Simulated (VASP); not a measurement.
A run of VASP 6.6.1 is set up as follows.

INCAR

```
PREC     = Accurate       # precision mode
ENCUT    = 600            # plane-wave cutoff, eV
EDIFF    = 1E-6           # SCF threshold, eV
ISMEAR   = 0              # smearing method
SIGMA    = 0.2            # smearing width, eV
LREAL    = F              # projectors in reciprocal space
LASPH    = T              # aspherical terms in the spheres
NELM     = 120            # most SCF steps
ALGO     = Normal         # electronic algorithm
ISIF     = 2              # what is computed and relaxed
LWAVE    = F              # write WAVECAR
LCHARG   = T              # write CHGCAR
GGA      = PE             # functional
LELF     = T              # ELF
LVHAR    = T            
NBANDS   = 12             # bands
GGA_COMPAT= F
```

File KPOINTS:

```
Automatic mesh
0
Gamma
  8 8 5
```

POSCAR

```
B2C
1.0
    2.9182589794      0.0000000000      0.0000000000
   -1.4591294897      2.5272864110      0.0000000000
    0.0000000000      0.0000000000      2.9371310091
B C
2 1
Direct
    0.3333333333      0.6666666667      0.5000000000
    0.6666666667      0.3333333333      0.5000000000
    0.0000000000      0.0000000000      0.0000000000
```

Potentials or basis: VASP PAW PBE potentials, release 64 (B, C).

Launch:

```console
$ cat potpaw_PBE.64/B/POTCAR potpaw_PBE.64/C/POTCAR > POTCAR
$ mpirun -np 1 vasp_std > vasp.out
```

(1) Estimate the band gap on the k mesh.

(2) Predict the pressure.

Results:

(1) zero (band 5 reaches 7.86 eV, above the bottom of band 6 at 3.64 eV).

(2) 0.1 GPa.

Caveat: the k points lie up to 0.43 Å⁻¹ apart.
